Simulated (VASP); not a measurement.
## Pt: single point with PBE

The system is Pt.

```xyz
1
Lattice="0.0000 2.1292 1.9579 2.1292 0.0000 1.9579 2.1292 2.1292 0.0000" Properties=species:S:1:pos:R:3 pbc="T T T"
Pt    0.0000    0.0000    0.0000
```

This cell differs from its parent crystal: strain +0.0875 x Voigt [1, 1, 0, 0, 0, 0].

- Program: VASP 6.6.1
- Task: single point
- Functional: PBE
- Potentials or basis: VASP PAW PBE potentials, release 64 (Pt)
- Cutoff: 520 eV
- k mesh: 20 × 20 × 20
- Occupations: fermi-dirac, width 0.02 eV
- Spin: no spin polarisation
- Dipole correction: no
- Further INCAR settings: ALGO = Normal; EDIFF = 1e-06; NBANDS = 11

```json
{"Pressure": "-22.1 GPa", "Band gap on the k mesh": "zero (bands 5 and 6 overlap by 1.96 eV)"}
```

Stress tensor (GPa, compression positive):
```
-22.93   0.00   0.00
  0.00 -22.93   0.00
  0.00   0.00 -20.44
```

Levels at points of the mesh, in eV from the Fermi level:
```csv
k point,band 1,band 2,band 3,band 4,band 5,band 6,band 7,band 8,band 9,band 10
"(0.00, 0.00, 0.00)",-8.47,-3.07,-3.07,-2.34,-1.66,-0.85,15.09,18.53,18.53,20.14
"(0.50, 0.00, 0.00)",-5.73,-3.27,-2.50,-0.16,0.23,0.24,4.78,14.30,17.00,18.98
"(0.50, 0.50, 0.00)",-5.33,-5.05,0.02,0.40,0.40,3.15,8.55,9.96,9.96,17.52
"(0.50, 0.00, 0.50)",-5.47,-5.01,-0.04,0.08,0.62,1.70,6.72,11.30,11.57,18.82
```

Wall time 68 s on 1 thread of Intel(R) Xeon(R) Platinum 8488C (Sapphire Rapids), with other jobs on the host, peak memory 0.25 GiB.

Caveat: the cell differs from its parent crystal (strain +0.0875 x Voigt [1, 1, 0, 0, 0, 0]); the cell stands under tension; spin-orbit coupling is left out, which moves the levels of the heavy elements.
